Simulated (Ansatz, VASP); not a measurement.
**Y in VASP and in Ansatz**

```xyz
3
Lattice="5.8551 0.0000 0.0000 -2.9275 5.0706 0.0000 0.0000 0.0000 3.6565" Properties=species:S:1:pos:R:3 pbc="T T T"
Y     5.8551    0.0000    3.6565
Y     0.0000    3.3804    1.8283
Y     2.9275    1.6902    1.8283
```

Alike in both runs: task single point; functional revPBE; k mesh 7 × 7 × 10; occupations fermi-dirac, width 0.1 eV; no spin polarisation.

```csv
,VASP,Ansatz
version,VASP 6.6.1,Ansatz 0.2.0
potentials or method,"VASP PAW PBE potentials, release 64 (Y_sv), cutoff 520 eV","plane waves (420 eV) with PAW, scalar-relativistic"
valence electrons in the cell,33,33
```

VASP gave:

* pressure (GPa): -2.6
* traceless stress, the component that is largest in VASP (GPa): 0.09

Task: What did Ansatz give for the same quantities?

Result: Pressure (GPa): -2.5; traceless stress, the component that is largest in VASP (GPa): 0.09.

VASP's potentials were made for PBE, not for revPBE.
